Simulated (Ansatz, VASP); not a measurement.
Two plane-wave programs on Al

INCAR

```
ALGO     = Normal         # electronic algorithm
EDIFF    = 1E-6           # SCF threshold, eV
ENCUT    = 520            # plane-wave cutoff, eV
GGA      = PE             # functional
ISIF     = 2              # what is computed and relaxed
ISMEAR   = 0              # smearing method
LASPH    = T              # aspherical terms in the spheres
LCHARG   = F              # write CHGCAR
LREAL    = F              # projectors in reciprocal space
LWAVE    = F              # write WAVECAR
NBANDS   = 22             # bands
NELM     = 100            # most SCF steps
PREC     = Accurate       # precision mode
SIGMA    = 0.1            # smearing width, eV
```

Contents of KPOINTS:

```
k-points
0
Gamma
  6 6 4
```

File POSCAR:

```
Al
1.0
    5.5617919575      0.0000000000      0.0000000000
   -2.7808959788      4.8166531258      0.0000000000
    0.0000000000      0.0000000000      5.6054909394
Al
8
Direct
    0.0000000000      0.0000000000      0.0000000000
    0.0000000000      0.0000000000      0.5000000000
    0.0000000000      0.5000000000      0.0000000000
    0.0000000000      0.5000000000      0.5000000000
    0.5000000000      0.0000000000      0.0000000000
    0.5000000000      0.0000000000      0.5000000000
    0.5000000000      0.5000000000      0.0000000000
    0.5000000000      0.5000000000      0.5000000000
```

Input for Ansatz:

```yaml
crystal:
  lattice:
    - [5.5617919575, 0.0, 0.0]
    - [-2.7808959788, 4.8166531258, 0.0]
    - [0.0, 0.0, 5.6054909394]
  atoms:
    - { symbol: Al, position: [0.0, 0.0, 0.0] }
    - { symbol: Al, position: [0.0, 0.0, 0.5] }
    - { symbol: Al, position: [0.0, 0.5, 0.0] }
    - { symbol: Al, position: [0.0, 0.5, 0.5] }
    - { symbol: Al, position: [0.5, 0.0, 0.0] }
    - { symbol: Al, position: [0.5, 0.0, 0.5] }
    - { symbol: Al, position: [0.5, 0.5, 0.0] }
    - { symbol: Al, position: [0.5, 0.5, 0.5] }
basis:
  ecutwfc: 420
kpoints:
  mp_grid: { grid: [6, 6, 4] }
hamiltonian:
  xc: pbe
scf:
  occupations: { method: gaussian, width: 0.1 }
output:
  forces: true
  stress: true
  eigenvalues: true
```

Alike in both runs: task single point; functional PBE; k mesh 6 × 6 × 4; occupations gaussian, width 0.1 eV; no spin polarisation.

|  | VASP | Ansatz |
| --- | --- | --- |
| version | VASP 6.6.1 | Ansatz 0.2.0 |
| potentials or method | VASP PAW PBE potentials, release 64 (Al), cutoff 520 eV | scalar-relativistic, plane waves, PAW |
| valence electrons in the cell | 24 | 24 |

|  | VASP | Ansatz | Ansatz less VASP |
| --- | --- | --- | --- |
| gap on the k mesh at the Fermi level (eV) | none | none | - |
| pressure (GPa) | 0.1 | 0.1 | +0.02 |
| traceless stress, the component that is largest in VASP (GPa) | -2.19 | -2.19 | 0.000 |

A gap of «none» marks a metal or a gap that the smearing closes. With one functional, cell and mesh, what is left measures potentials, basis and numerics.
